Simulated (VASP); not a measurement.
Set up this calculation in VASP 6.6.1, as the native input.

| Quantity | Value |
| --- | --- |
| Task | single point |
| Functional | PBE |
| Potentials or basis | VASP PAW PBE potentials, release 64 (Tl_d, Sn_d, H) |
| Cutoff | 520 eV |
| k mesh | 6 × 6 × 6 |
| Occupations | gaussian, width 0.1 eV |
| Spin | no spin polarisation |
| Dipole correction | no |
| Further INCAR settings | ALGO = Normal; EDIFF = 1e-07; NBANDS = 40 |

The structure of Tl2Sn2H5 lies in POSCAR:

```
Tl2Sn2H5
1.0
    1.7138474057      0.9894902610     13.2347836420
   -1.7138474057      0.9894902610     13.2347836420
    0.0000000000     -1.9789805220     13.2347836420
Tl Sn H
2 2 5
Direct
    0.0585834032      0.0585834032      0.0585834032
    0.9414165968      0.9414165968      0.9414165968
    0.2000936403      0.2000936403      0.2000936403
    0.7999063597      0.7999063597      0.7999063597
    0.5000000000      0.5000000000      0.0000000000
    0.0000000000      0.5000000000      0.5000000000
    0.5000000000      0.0000000000      0.5000000000
    0.5000000000      0.5000000000      0.5000000000
    0.0000000000      0.0000000000      0.0000000000
```

The cell was generated, and may not be a known phase.

One way to write it, as run:

INCAR

```
PREC = Accurate ; ENCUT = 520
EDIFF = 1E-7 ; ISMEAR = 0
SIGMA = 0.1 ; LREAL = False
LASPH = True ; NELM = 80
ALGO = Normal ; ISIF = 2
LWAVE = False ; LCHARG = True
GGA = PE ; LELF = True
LVHAR = True ; NBANDS = 40
```

KPOINTS

```
Automatic mesh
0
Gamma
  6 6 6
```

Potentials or basis: VASP PAW PBE potentials, release 64 (Tl_d, Sn_d, H).

Launch:

```console
$ cat potpaw_PBE.64/Tl_d/POTCAR potpaw_PBE.64/Sn_d/POTCAR potpaw_PBE.64/H/POTCAR > POTCAR
$ mpirun -np 1 vasp_std > vasp.out
```

Results of the run:

The pressure is -0.2 GPa and the largest force is 0.020 eV/Å. The band gap on the k mesh is zero (an odd number of electrons rules out a gap without spin polarisation).

Caveat: spin-orbit coupling is left out, which moves the levels of the heavy elements.

Run time: 33 min on 1 thread of AMD EPYC 9R45 96-Core Processor (Zen 5), on a shared host, peak memory 1.7 GiB.
